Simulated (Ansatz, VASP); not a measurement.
C in VASP and in Ansatz

```
CELL_PARAMETERS angstrom
0.00000 2.19056 3.66862
1.26476 0.00000 3.66862
1.26476 2.19056 0.00000
ATOMIC_POSITIONS crystal
C 0.16670 0.83330 0.16670
C 0.83330 0.16670 0.83330
```

Change from the starting cell: strain +0.030 along x and y, +0.030 along z, atoms carried along.

Alike in both runs: task single point; functional r2SCAN; k mesh 14 × 14 × 14; occupations gaussian, width 0.05 eV; no spin polarisation.

```csv
,VASP,Ansatz
version,VASP 6.6.1,Ansatz 0.2.0
potentials or method,"VASP PAW PBE potentials, release 64 (C), cutoff 520 eV","scalar-relativistic, plane waves, PAW"
valence electrons in the cell,8,8
```

Ansatz gave:

* gap on the k mesh at the Fermi level (eV): 0.64
* least direct gap on the mesh (eV): 0.74
* pressure (GPa): -20.5
* traceless stress, the component that is largest in VASP (GPa): 20.13

**Question.** Estimate VASP's values.

**Answer.** gap on the k mesh at the Fermi level (eV): 0.64; least direct gap on the mesh (eV): 0.74; pressure (GPa): -19.9; traceless stress, the component that is largest in VASP (GPa): 19.50.

VASP's potentials were made for PBE, not for r2SCAN. With one functional, cell and mesh, what is left measures potentials, basis and numerics.
